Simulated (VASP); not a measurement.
# SnTe (Fm-3m) in VASP: further runs, part 2 of 2

VASP 6.6.1. Earlier steps stand in the parts before.

### 3 Single point, PBEsol-based screened hybrid with 25 % exact exchange

This run uses another cell than the first one, of 30.03 Å³/atom.

Contents of POSCAR:

```
SnTe
1.0
    0.0000000000      3.1082657258      3.1082657258
    3.1082657258      0.0000000000      3.1082657258
    3.1082657258      3.1082657258      0.0000000000
Te Sn
1 1
Direct
    0.5000000000      0.5000000000      0.5000000000
    0.0000000000      0.0000000000      0.0000000000
```

Contents of INCAR.step1:

```
SYSTEM = SnTe
  PREC = Accurate
  ENCUT = 520
  EDIFF = 1E-5
  ISMEAR = -1
  SIGMA = 0.05
  LREAL = .False.
  LASPH = .True.
  NELM = 60
  ALGO = Normal
  ISIF = 2
  LWAVE = .True.
  LCHARG = .False.
  NBANDS = 17
  GGA = PE
```

Contents of INCAR.step2:

```
SYSTEM = SnTe
  PREC = Accurate
  ENCUT = 520
  EDIFF = 1E-6
  ISMEAR = -1
  SIGMA = 0.05
  LREAL = .False.
  LASPH = .True.
  NELM = 60
  ALGO = Normal
  ISIF = 2
  LWAVE = .False.
  LCHARG = .False.
  GGA = PS
  LHFCALC = .True.
  AEXX = 0.25
  HFSCREEN = 0.207
  PRECFOCK = Normal
  NBANDS = 17
  ISTART = 1
```

Contents of KPOINTS:

```
Automatic mesh
0
Gamma
  4 4 4
  0 0 0
```

Potentials or basis: VASP PAW PBE potentials, release 64 (Te, Sn_d).

On the command line:

```bash
cat potpaw_PBE.64/Te/POTCAR potpaw_PBE.64/Sn_d/POTCAR > POTCAR
cp INCAR.step1 INCAR
mpirun -np 1 vasp_std > vasp.out
cp INCAR.step2 INCAR
mpirun -np 1 vasp_std > vasp.out
```

It took 16 min on 1 thread of AMD EPYC 7R43 (Zen 3), shared host; peak memory 0.27 GiB.

The run converged. Its results:

| Property | Result |
| --- | --- |
| Free energy | -9.5592 eV |
| Pressure | 0.6 GPa |
| Band gap on the k mesh | 0.23 eV |

Levels at points of the mesh, in eV from the valence-band top:
```
           k point  band 6  band 7  band 8  band 9  band 10  band 11  band 12  band 13  band 14  band 15
(0.00, 0.00, 0.00)  -14.66   -4.99   -2.68   -2.68    -2.68     3.93     3.93     3.93     5.06     5.06
(0.50, 0.00, 0.00)  -13.09   -9.66   -2.31   -2.31     0.00     0.23     0.42     0.42     8.45     9.54
(0.50, 0.50, 0.00)  -12.71   -7.25   -6.73   -4.56    -4.56     2.18     5.76     5.76     7.44     9.78
```

Caveat: the k points lie up to 0.44 Å⁻¹ apart; the PAW data sets were made with another functional, which shifts forces and pressure a little; spin-orbit coupling is left out, which moves the levels of the heavy elements.

### 4 Single point, PBEsol-based screened hybrid with 25 % exact exchange

This run uses another cell than the first one, of 30.66 Å³/atom.

Contents of POSCAR:

```
SnTe
1.0
    0.0000000000      3.1297027185      3.1297027185
    3.1297027185      0.0000000000      3.1297027185
    3.1297027185      3.1297027185      0.0000000000
Te Sn
1 1
Direct
    0.5000000000      0.5000000000      0.5000000000
    0.0000000000      0.0000000000      0.0000000000
```

Contents of INCAR.step1:

```
ALGO = Normal ; EDIFF = 1E-5
ENCUT = 520 ; GGA = PE
ISIF = 2 ; ISMEAR = -1
LASPH = True ; LCHARG = False
LREAL = False ; LWAVE = True
NBANDS = 17 ; NELM = 60
PREC = Accurate ; SIGMA = 0.05
```

Contents of INCAR.step2:

```
AEXX = 0.25 ; ALGO = Normal
EDIFF = 1E-6 ; ENCUT = 520
GGA = PS ; HFSCREEN = 0.207
ISIF = 2 ; ISMEAR = -1
ISTART = 1 ; LASPH = True
LCHARG = False ; LHFCALC = True
LREAL = False ; LWAVE = False
NBANDS = 17 ; NELM = 60
PREC = Accurate ; PRECFOCK = Normal
SIGMA = 0.05
```

Contents of KPOINTS:

```
k-points
0
Gamma
  4 4 4
```

Potentials or basis: VASP PAW PBE potentials, release 64 (Te, Sn_d).

On the command line:

```bash
cat potpaw_PBE.64/Te/POTCAR potpaw_PBE.64/Sn_d/POTCAR > POTCAR
cp INCAR.step1 INCAR
mpirun -np 1 vasp_std > vasp.out
cp INCAR.step2 INCAR
mpirun -np 1 vasp_std > vasp.out
```

OUTCAR:

```text
AEXX = 0.25
   EDIFF = 1E-6
   ENCUT = 520
   GGA = PS
   HFSCREEN = 0.207
   ISIF = 2
   ISMEAR = -1
   ISTART = 1
   LASPH = True
   LHFCALC = True
   LREAL = False
   NELM = 60
   PREC = Accurate
   PRECFOCK = Normal

 ion  position               nearest neighbor table
   1  0.500  0.500  0.500-   2 3.13   2 3.13   2 3.13   2 3.13   2 3.13   2 3.13
   2  0.000  0.000  0.000-   1 3.13   1 3.13   1 3.13   1 3.13   1 3.13   1 3.13

  LATTYP: Found a face centered cubic cell.
 ALAT       =     6.2594054370

  Lattice vectors:

 A1 = (   0.0000000000,   3.1297027185,   3.1297027185)
 A2 = (   3.1297027185,   0.0000000000,   3.1297027185)
 A3 = (   3.1297027185,   3.1297027185,   0.0000000000)

Analysis of symmetry for initial positions (statically):
=====================================================================
 Subroutine PRICEL returns:
 Original cell was already a primitive cell.

 Routine SETGRP: Setting up the symmetry group for a
 face centered cubic supercell.

 Subroutine GETGRP returns: Found 48 space group operations
 (whereof 48 operations were pure point group operations)
[... 152 lines left out ...]

  energy without entropy =       -9.55378177  energy(sigma->0) =       -9.55697459

 E-fermi :   7.1107     XC(G=0):  -8.0952

 val. band max:        7.0427713626   @ k =   0.5000   0.0000   0.0000
 cond. band min:       7.1790505709   @ k =   0.5000   0.0000   0.0000
 fundamental gap:      0.1362792083
 Fermi energy:         7.1107180720

 k-point     1 :       0.0000    0.0000    0.0000
  band No.  band energies     occupation
      1     -17.2657      2.00000
      2     -17.2657      2.00000
      3     -17.2492      2.00000
      4     -17.2492      2.00000
      5     -17.2491      2.00000
      6      -7.4650      2.00000
[... 137 lines left out ...]
      4     -17.2455      2.00000
      5     -17.2368      2.00000
      6      -5.4892      2.00000
[... 9 lines left out ...]
     16      18.1114      0.00000
     17      18.8269      0.00000

------------------------ aborting loop because EDIFF is reached ----------------------------------------

  FORCE on cell =-STRESS in cart. coord.  units (eV):
  Direction    XX          YY          ZZ          XY          YZ          ZX
  --------------------------------------------------------------------------------------
  -------------------------------------------------------------------------------------
  Total       -0.1385749     -0.1385749     -0.1385749     -0.0000000      0.0000000     -0.0000000
  in kB       -3.6212293     -3.6212293     -3.6212293     -0.0000000      0.0000000     -0.0000000
  external PRESSURE =      -3.6212293 kB  Pullay stress =       0.0000000 kB

 VOLUME and BASIS-vectors are now :
 -----------------------------------------------------------------------------
  energy-cutoff  :      520.00
  volume of cell :       61.31
      direct lattice vectors                 reciprocal lattice vectors
     0.000000000  3.129702718  3.129702718    -0.159759583  0.159759583  0.159759583
     3.129702718  0.000000000  3.129702718     0.159759583 -0.159759583  0.159759583
     3.129702718  3.129702718  0.000000000     0.159759583  0.159759583 -0.159759583

 POSITION                                       TOTAL-FORCE (eV/Angst)
 -----------------------------------------------------------------------------------
      3.12970      3.12970      3.12970         0.000000      0.000000      0.000000
      0.00000      0.00000      0.00000        -0.000000     -0.000000     -0.000000
 -----------------------------------------------------------------------------------
    total drift:                               -0.000001      0.000002      0.000000

  FREE ENERGIE OF THE ION-ELECTRON SYSTEM (eV)
  ---------------------------------------------------
  free  energy   TOTEN  =        -9.5601674019 eV

  energy  without entropy=       -9.5537817699  energy(sigma->0) =       -9.55697459
```

It took 18 min on 1 thread of AMD EPYC 7R43 (Zen 3), shared host; peak memory 0.28 GiB.

Results:

```
Free energy            : -9.5602 eV
Pressure               : -0.4 GPa
Band gap on the k mesh : 0.14 eV
```

Caveat: the k points lie up to 0.43 Å⁻¹ apart; the PAW data sets were made with another functional, which shifts forces and pressure a little; spin-orbit coupling is left out, which moves the levels of the heavy elements. A k mesh can miss the band edges.

### 5 Single point, PBEsol-based screened hybrid with 25 % exact exchange

This run uses another cell than the first one, of 31.28 Å³/atom.

Contents of POSCAR:

```
SnTe
1.0
    0.0000000000      3.1508500000      3.1508500000
    3.1508500000      0.0000000000      3.1508500000
    3.1508500000      3.1508500000      0.0000000000
Te Sn
1 1
Direct
    0.5000000000      0.5000000000      0.5000000000
    0.0000000000      0.0000000000      0.0000000000
```

Contents of INCAR.step1:

```
  PREC = Accurate
  ENCUT = 520
  EDIFF = 1E-5
  ISMEAR = -1
  SIGMA = 0.05
  LREAL = False
  LASPH = True
  NELM = 80
  ALGO = Normal
  ISIF = 2
  LWAVE = True
  LCHARG = False
  GGA = PE
  NBANDS = 17
```

Contents of INCAR.step2:

```
  PREC = Accurate
  ENCUT = 520
  EDIFF = 1E-7
  ISMEAR = -1
  SIGMA = 0.05
  LREAL = False
  LASPH = True
  NELM = 80
  ALGO = Normal
  ISIF = 2
  LWAVE = False
  LCHARG = False
  GGA = PS
  LHFCALC = True
  AEXX = 0.25
  HFSCREEN = 0.207
  PRECFOCK = Normal
  ISTART = 1
  NBANDS = 17
```

Contents of KPOINTS:

```
regular mesh
0
Gamma
  4 4 4
```

On the command line:

```bash
cat potpaw_PBE.64/Te/POTCAR potpaw_PBE.64/Sn_d/POTCAR > POTCAR
cp INCAR.step1 INCAR
mpirun -np 1 vasp_std > vasp.out
cp INCAR.step2 INCAR
mpirun -np 1 vasp_std > vasp.out
```

Wall time 29 min (1 thread of AMD EPYC 7R43 (Zen 3), shared host); peak memory 0.28 GiB.

The run converged. Its results:

```
Free energy            : -9.5548 eV
Pressure               : -1.1 GPa
Band gap on the k mesh : 0.03 eV
```

Levels at points of the mesh, in eV from the valence-band top:
```csv
k point,band 6,band 7,band 8,band 9,band 10,band 11,band 12,band 13,band 14,band 15
"(0.00, 0.00, 0.00)",-14.37,-5.23,-2.62,-2.62,-2.62,3.77,3.77,3.77,5.07,5.07
"(0.50, 0.00, 0.00)",-12.92,-9.47,-2.27,-2.27,0.00,0.03,0.44,0.44,8.27,9.31
"(0.50, 0.50, 0.00)",-12.58,-7.27,-6.46,-4.40,-4.40,2.29,5.49,5.49,7.05,9.60
```

Caveat: the k points lie up to 0.43 Å⁻¹ apart; the PAW data sets were made with another functional, which shifts forces and pressure a little; spin-orbit coupling is left out, which moves the levels of the heavy elements.

### 6 Summary

```csv
cell,gap on the mesh (eV),pressure (GPa)
"a = 4.365 Å, angles 60.0°, 2 atoms",0.32,1.7
"a = 4.396 Å, angles 60.0°, 2 atoms",0.23,0.6
"a = 4.426 Å, angles 60.0°, 2 atoms",0.14,-0.4
"a = 4.456 Å, angles 60.0°, 2 atoms",0.03,-1.1
```

Alike in all rows: task single point; level PBEsol-based screened hybrid with 25 % exact exchange; potentials or basis VASP PAW PBE potentials, release 64 (Te, Sn_d); no spin polarisation; k mesh 4 × 4 × 4; cutoff (eV) 520; smearing fermi-dirac 0.05 eV.

Caveats: all runs use coarse meshes; the PAW data sets were made with another functional, which shifts forces and pressure a little; spin-orbit coupling is left out, which moves the levels of the heavy elements.

Total energies depend on the potentials used, so only differences within one code and one set of settings carry meaning.
